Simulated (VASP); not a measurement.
# ZrN (Fm-3m) in VASP: elastic constants with LDA

Aim: the elastic constants of ZrN with LDA.

Everything below comes from runs of VASP 6.6.1. Logs are shortened: lines on timing, memory, paths and dates and some standing lists are left out, and cuts for length are marked.

**1. The cell of the first run**

Symmetry: Fm-3m, No. 225, cubic system. The conventional cell has a = 4.525 Å, b = 4.525 Å, c = 4.525 Å, α = 90.00°, β = 90.00°, γ = 90.00°. Zr (site symmetry m-3m) has 6 N at 2.26 Å within 3.0 Å. N (site symmetry m-3m) has 6 Zr at 2.26 Å within 3.0 Å.

**2. Elastic constants, LDA**

The input, INCAR:

```
SYSTEM = ZrN
PREC = Accurate ; ENCUT = 600
EDIFF = 1E-8 ; ISMEAR = -1
SIGMA = 0.1 ; LREAL = .FALSE.
LASPH = .TRUE. ; NELM = 120
ALGO = Normal ; ISIF = 3
LWAVE = .FALSE. ; LCHARG = .FALSE.
GGA = CA ; IBRION = 6
NFREE = 2 ; POTIM = 0.015
NSW = 1 ; GGA_COMPAT = .FALSE.
```

The input, KPOINTS:

```
Automatic mesh
0
G
  16 16 16
  0 0 0
```

The input, POSCAR:

```
ZrN
1.0
    0.0000000000      2.2624277450      2.2624277450
    2.2624277450      0.0000000000      2.2624277450
    2.2624277450      2.2624277450      0.0000000000
Zr N
1 1
Direct
    0.5000000000      0.5000000000      0.5000000000
    0.0000000000      0.0000000000      0.0000000000
```

Potentials or basis: VASP PAW LDA potentials, release 64 (Zr_sv, N).

Started as:

```bash
$ cat potpaw_LDA.64/Zr_sv/POTCAR potpaw_LDA.64/N/POTCAR > POTCAR
$ mpirun -np 1 vasp_std > vasp.out
```

OUTCAR:

```text
SYSTEM = ZrN
   PREC = Accurate
   ENCUT = 600
   EDIFF = 1E-8
   ISMEAR = -1
   LREAL = .FALSE.
   LASPH = .TRUE.
   NELM = 120
   ISIF = 3
   GGA = CA
   IBRION = 6
   NFREE = 2
   POTIM = 0.015
   NSW = 1

 ion  position               nearest neighbor table
   1  0.500  0.500  0.500-   2 2.26   2 2.26   2 2.26   2 2.26   2 2.26   2 2.26
   2  0.000  0.000  0.000-   1 2.26   1 2.26   1 2.26   1 2.26   1 2.26   1 2.26

  LATTYP: Found a face centered cubic cell.
 ALAT       =     4.5248554900

  Lattice vectors:

 A1 = (   0.0000000000,   2.2624277450,   2.2624277450)
 A2 = (   2.2624277450,   0.0000000000,   2.2624277450)
 A3 = (   2.2624277450,   2.2624277450,   0.0000000000)

Analysis of symmetry for initial positions (statically):
=====================================================================
 Subroutine PRICEL returns:
 Original cell was already a primitive cell.

 Routine SETGRP: Setting up the symmetry group for a
 face centered cubic supercell.

 Subroutine GETGRP returns: Found 48 space group operations
 (whereof 48 operations were pure point group operations)
 out of a pool of 48 trial point group operations.

The static configuration has the point symmetry O_h .

Analysis of symmetry for dynamics (positions and initial velocities):
=====================================================================
 Subroutine PRICEL returns:
 Original cell was already a primitive cell.

 Routine SETGRP: Setting up the symmetry group for a
 face centered cubic supercell.

 Subroutine GETGRP returns: Found 48 space group operations
 (whereof 48 operations were pure point group operations)
 out of a pool of 48 trial point group operations.

The dynamic configuration has the point symmetry O_h .

 Subroutine INISYM returns: Found 48 space group operations
 (whereof 48 operations are pure point group operations),
 and found     1 'primitive' translations

[... 697 lines left out ...]
      9      11.9500      1.90315
     10      12.0224      1.80991
     11      12.4121      0.32395
     12      14.2791      0.00000

 [... further k-points ...]

------------------------ aborting loop because EDIFF is reached ----------------------------------------

  FORCE on cell =-STRESS in cart. coord.  units (eV):
  Direction    XX          YY          ZZ          XY          YZ          ZX
  --------------------------------------------------------------------------------------
  -------------------------------------------------------------------------------------
  Total        0.1186400      0.1071904      0.1071904      0.0000000     -0.0000000      0.0000000
  in kB        8.2070601      7.4150230      7.4150230      0.0000000     -0.0000000      0.0000000
  external PRESSURE =       7.6790354 kB  Pullay stress =       0.0000000 kB
[... 17 lines left out ...]
  FREE ENERGIE OF THE ION-ELECTRON SYSTEM (eV)
  ---------------------------------------------------
  free  energy   TOTEN  =       -22.4290803874 eV

  energy  without entropy=      -22.4088012303  energy(sigma->0) =      -22.41894081

 INTERNAL STRAIN TENSORS FROM STRAINED CELLS
 ============================================

 INTERNAL STRAIN TENSOR FOR ION    1 for displacements in x,y,z  (eV/Angst):
          X           Y           Z          XY          YZ          ZX
  --------------------------------------------------------------------------------
  x     0.00000     0.00000     0.00000     0.00000    -0.00000    -0.00000
  y     0.00000     0.00000     0.00000     0.00000    -0.00000    -0.00000
  z     0.00000     0.00000     0.00000     0.00000     0.00000     0.00000

 INTERNAL STRAIN TENSORS FROM DISPLACED ATOMS
 ============================================

 INTERNAL STRAIN TENSOR FOR ION    1 for displacements in x,y,z  (eV/Angst):
          X           Y           Z          XY          YZ          ZX
  --------------------------------------------------------------------------------
  x     0.00000     0.00000     0.00000     0.00000     0.00000     0.00000
  y     0.00000     0.00000     0.00000     0.00000     0.00000     0.00000
  z     0.00000     0.00000     0.00000     0.00000     0.00000     0.00000

 INTERNAL STRAIN TENSOR FOR ION    2 for displacements in x,y,z  (eV/Angst):
          X           Y           Z          XY          YZ          ZX
  --------------------------------------------------------------------------------
  x     0.00000     0.00000     0.00000     0.00000     0.00000     0.00000
  y     0.00000     0.00000     0.00000     0.00000     0.00000     0.00000
  z     0.00000     0.00000     0.00000     0.00000     0.00000     0.00000

 Eigenvectors and eigenvalues of the dynamical matrix
 ----------------------------------------------------

   1 f  =   15.443070 THz    97.031672 2PiTHz  515.125375 cm-1    63.867378 meV
             X         Y         Z           dx          dy          dz
      2.262428  2.262428  2.262428     0.000000    0.364780    0.000000
      0.000000  0.000000  0.000000     0.000000   -0.931094    0.000000
[... 21 lines left out ...]
   6 f/i=    0.000150 THz     0.000943 2PiTHz    0.005005 cm-1     0.000621 meV
             X         Y         Z           dx          dy          dz
      2.262428  2.262428  2.262428     0.000000    0.000000    0.931094
      0.000000  0.000000  0.000000     0.000000    0.000000    0.364780

--------------------------------------------------------------------------------------------------------

 ELASTIC MODULI CONTR FROM IONIC RELAXATION (kBar)
 Direction    XX          YY          ZZ          XY          YZ          ZX
 --------------------------------------------------------------------------------
 XX           0.0000      0.0000      0.0000      0.0000      0.0000      0.0000
 YY           0.0000      0.0000      0.0000      0.0000      0.0000      0.0000
 ZZ           0.0000      0.0000      0.0000      0.0000      0.0000      0.0000
 XY           0.0000      0.0000      0.0000      0.0000      0.0000      0.0000
 YZ           0.0000      0.0000      0.0000      0.0000      0.0000      0.0000
 ZX           0.0000      0.0000      0.0000      0.0000      0.0000      0.0000
 --------------------------------------------------------------------------------

 TOTAL ELASTIC MODULI (kBar)
 Direction    XX          YY          ZZ          XY          YZ          ZX
 --------------------------------------------------------------------------------
 XX        6266.3448   1144.5034   1144.5034      0.0000      0.0000     -0.0000
 YY        1144.5034   6266.3448   1144.5034     -0.0000     -0.0000      0.0000
 ZZ        1144.5034   1144.5034   6266.3448     -0.0000      0.0000      0.0000
 XY           0.0000     -0.0000     -0.0000   1298.2700      0.0000      0.0000
 YZ           0.0000     -0.0000      0.0000      0.0000   1298.2700      0.0000
 ZX          -0.0000      0.0000      0.0000      0.0000      0.0000   1298.2700
 --------------------------------------------------------------------------------
```

stdout:

```text
POSCAR found type information on POSCAR ZrN
 POSCAR found :  2 types and       2 ions
 scaLAPACK will be used
 LDA part: xc-table for (Slater(with rela. corr.)+CA(PZ))
 , standard interpolation
 POSCAR, INCAR and KPOINTS ok, starting setup
 FFT: planning ... GRIDC
 FFT: planning ... GRID_SOFT
 FFT: planning ... GRID
 WAVECAR not read
 entering main loop
 Found     2 degrees of freedom:
 Adding 6 more for cell shape distortion
 Finite differences POTIM= 0.01500 DOF=   8
 bond charge predicted
 Finite differences progress:
 bond charge predicted
 Finite differences progress:
 bond charge predicted
 Finite differences progress:
 bond charge predicted
 Finite differences progress:
 bond charge predicted
 Finite differences progress:
 bond charge predicted
 Finite differences progress:
 bond charge predicted
 Finite differences progress:
 bond charge predicted
 Finite differences progress:
 bond charge predicted
 Finite differences progress:
 bond charge predicted
 Finite differences progress:
 bond charge predicted
 Finite differences progress:
 bond charge predicted
 Finite differences progress:
 bond charge predicted
 Finite differences progress:
 bond charge predicted
 Finite differences progress:
 bond charge predicted
 Finite differences progress:
 bond charge predicted
 Finite differences progress:
```

Run time: 21 min. Hardware: 1 thread of Intel Xeon 6975P-C (Granite Rapids), shared host; peak memory 0.73 GiB.

Results:

```
Elastic constants C11, C12, C44 : 627, 114, 130 GPa
Voigt bulk modulus              : 285 GPa
Highest phonon frequency at Γ   : 515 cm⁻¹
```

Phonon frequencies in cm⁻¹ (negative: imaginary):
```csv
q point,frequencies
"(0.000, 0.000, 0.000)",0 0 0 515 515 515
```

Elastic tensor in Voigt notation (GPa, in the Cartesian axes of the cell as first typed):
```
627 114 114   0   0   0
114 627 114   0   0   0
114 114 627   0   0   0
  0   0   0 130   0   0
  0   0   0   0 130   0
  0   0   0   0   0 130
```

Clamped-ion elastic tensor (GPa):
```
627 114 114   0   0   0
114 627 114   0   0   0
114 114 627   0   0   0
  0   0   0 130   0   0
  0   0   0   0 130   0
  0   0   0   0   0 130
```
